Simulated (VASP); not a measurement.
Input of a VASP 6.6.1 run:

File POSCAR:

```
P
1.0
   -1.6238496414      2.4145584358      1.7845863704
    1.6238496414     -2.4145584358      1.7845863704
    1.6238496414      2.4145584358     -1.7845863704
P
2
Direct
    0.8033091100      0.0533091100      0.7500000000
    0.1966908900      0.9466908900      0.2500000000
```

Contents of INCAR.step1:

```
  ALGO = Normal
  EDIFF = 1E-4
  ENCUT = 520
  GGA = PE
  ISMEAR = 0
  LASPH = True
  LCHARG = False
  LREAL = False
  LWAVE = True
  NBANDS = 12
  NELM = 60
  PREC = Accurate
  SIGMA = 0.15
```

Contents of INCAR.step2:

```
  ALGO = Normal
  EDIFF = 1E-7
  ENCUT = 520
  ISIF = 2
  ISMEAR = 0
  ISTART = 1
  LASPH = True
  LCHARG = False
  LMIXTAU = True
  LREAL = False
  LWAVE = False
  METAGGA = R2SCAN
  NBANDS = 12
  NELM = 60
  PREC = Accurate
  SIGMA = 0.15
```

The input KPOINTS:

```
k-points
0
Gamma
  18 18 18
```

Potentials or basis: VASP PAW PBE potentials, release 64 (P).

The run is started by

```console
$ cat potpaw_PBE.64/P/POTCAR > POTCAR
$ cp INCAR.step1 INCAR
$ mpirun -np 1 vasp_std > vasp.out
$ cp INCAR.step2 INCAR
$ mpirun -np 1 vasp_std > vasp.out
```

Estimate the largest force.

1.093 eV/Å.

Estimate the pressure.

17.0 GPa.

Stress tensor (GPa, compression positive):
```
21.70  0.00  0.00
 0.00 14.05  0.00
 0.00  0.00 15.32
```

Caveat: the cell differs from its parent crystal (strain -0.040 along x and y, -0.040 along z); the stress differs along the axes, from 14 to 22 GPa; the PAW data sets were made with another functional, which shifts forces and pressure a little.
